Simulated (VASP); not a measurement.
Write the native input for VASP 6.6.1 that does the following.

| Quantity | Value |
| --- | --- |
| Task | single point |
| Functional | PBE |
| Dispersion | D3(BJ) |
| Potentials or basis | VASP PAW PBE potentials, release 64 (B, N) |
| Cutoff | 520 eV |
| k mesh | 12 × 12 × 4 |
| Occupations | methfessel-paxton, width 0.05 eV |
| Spin | no spin polarisation |
| Dipole correction | no |
| Further INCAR settings | ALGO = Normal; EDIFF = 1e-06; NBANDS = 16 |

The structure of BN lies in POSCAR:

```
BN
1.0
    2.5061127838      0.0000000000      0.0000000000
   -1.2530563919      2.1703573356      0.0000000000
    0.0000000000      0.0000000000      6.5923998870
B N
2 2
Direct
   -0.1103309084      0.0098140521      0.5000000000
    0.4505029391      0.6701303949      0.0000000000
    0.1135449483     -0.0026729601      0.0000000000
    0.5478439060      0.3257590738      0.5000000000
```

This cell differs from its parent crystal: atoms displaced along a vibrational mode.

One way to write it, as run:

INCAR

```
PREC = Accurate
ENCUT = 520
EDIFF = 1E-6
ISMEAR = 1
SIGMA = 0.05
LREAL = F
LASPH = T
NELM = 100
ALGO = Normal
ISIF = 2
LWAVE = F
LCHARG = T
GGA = PE
IVDW = 12
LELF = T
LVHAR = T
NBANDS = 16
```

KPOINTS

```
Automatic mesh
0
Gamma
  12 12 4
```

Potentials or basis: VASP PAW PBE potentials, release 64 (B, N).

Run with:

```sh
$ cat potpaw_PBE.64/B/POTCAR potpaw_PBE.64/N/POTCAR > POTCAR
$ mpirun -np 1 vasp_std > vasp.out
```

Results of the run:

The pressure is 0.5 GPa. The largest force is 1.505 eV/Å. The band gap on the k mesh is 3.50 eV (least direct gap 3.85 eV) and the dispersion energy per atom is -0.142 eV.

Caveat: the cell differs from its parent crystal (atoms displaced along a vibrational mode); forces of over 1 eV/Å act on the atoms, so gaps and moduli don't describe the material at rest.

Wall time 67 s on 1 thread of Intel(R) Xeon(R) 6975P-C (Granite Rapids), with other jobs on the host, peak memory 0.24 GiB.
